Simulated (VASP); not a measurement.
A run of VASP 6.6.1 is set up as follows.

INCAR

```
  ALGO = Normal
  EDIFF = 1E-7
  EDIFFG = -0.05
  ENCUT = 600
  IBRION = 2
  ISIF = 3
  ISMEAR = 0
  LASPH = T
  LCHARG = F
  LREAL = F
  LWAVE = F
  NELM = 80
  NSW = 100
  PREC = Accurate
  SIGMA = 0.1
```

File KPOINTS:

```
k-points
0
Gamma
  8 8 8
```

File POSCAR:

```
HfH2
1.0
   -1.7390000000      1.7390000000      2.1805000000
    1.7390000000     -1.7390000000      2.1805000000
    1.7390000000      1.7390000000     -2.1805000000
Hf H
1 2
Direct
    0.0000000000      0.0000000000      0.0000000000
    0.7500000000      0.2500000000      0.5000000000
    0.2500000000      0.7500000000      0.5000000000
```

Potentials or basis: VASP PAW LDA potentials, release 64 (Hf_pv, H).

Launch:

```sh
$ cat potpaw_LDA.64/Hf_pv/POTCAR potpaw_LDA.64/H/POTCAR > POTCAR
$ mpirun -np 1 vasp_std > vasp.out
```

What does it give for the relaxed cell?

a = 3.221 Å, b = 3.221 Å, c = 3.221 Å, α = 115.89°, β = 115.89°, γ = 97.29°.

Estimate the space group after relaxing (to 0.1 Å).

I4/mmm (No. 139).

Estimate the relaxed volume.

8.30 Å³/atom.

Final structure:
```
Hf H
1.0
    -1.70979    1.70979    2.12844
     1.70979   -1.70979    2.12844
     1.70979    1.70979   -2.12844
Hf H
1 2
Direct
  0.00000 0.00000 0.00000
  0.75000 0.25000 0.50000
  0.25000 0.75000 0.50000
```

 LDA usually gives volumes a few per cent too small.
